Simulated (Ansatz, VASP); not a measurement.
# Two plane-wave programs on ScAlN2

```xyz
4
Lattice="1.5185 0.8767 4.9154 -1.5185 0.8767 4.9154 0.0000 -1.7534 4.9154" Properties=species:S:1:pos:R:3 pbc="T T T"
Sc    1.5185    0.8767    4.9154
Al    0.0000    0.0000    7.3731
N     0.0000    0.0000    3.5879
N     0.0000    0.0000   11.1583
```

Alike in both runs: task single point; functional r2SCAN; k mesh 10 × 10 × 10; no spin polarisation.

```csv
,VASP,Ansatz
version,VASP 6.6.1,Ansatz 0.2.0
potentials or method,"VASP PAW PBE potentials, release 64 (Sc_sv, Al, N)","plane waves, PAW"
plane-wave cutoff (eV),520,500
occupations,"gaussian, width 0.01 eV",fixed
valence electrons in the cell,24,24
```

VASP gave:

| Quantity | Value |
| --- | --- |
| gap on the k mesh at the Fermi level (eV) | 1.18 |
| pressure (GPa) | 0.9 |
| traceless stress, the component that is largest in VASP (GPa) | 0.16 |
| rms of the force components (eV/Å) | 0.050 |

Task: What did Ansatz give for the same quantities?

Result: gap on the k mesh at the Fermi level (eV): 1.18; pressure (GPa): 0.0; traceless stress, the component that is largest in VASP (GPa): 0.02; rms of the force components (eV/Å): 0.000.

VASP's potentials were made for PBE, not for r2SCAN. Atom by atom the forces differ by 0.050 eV/Å (rms over components).
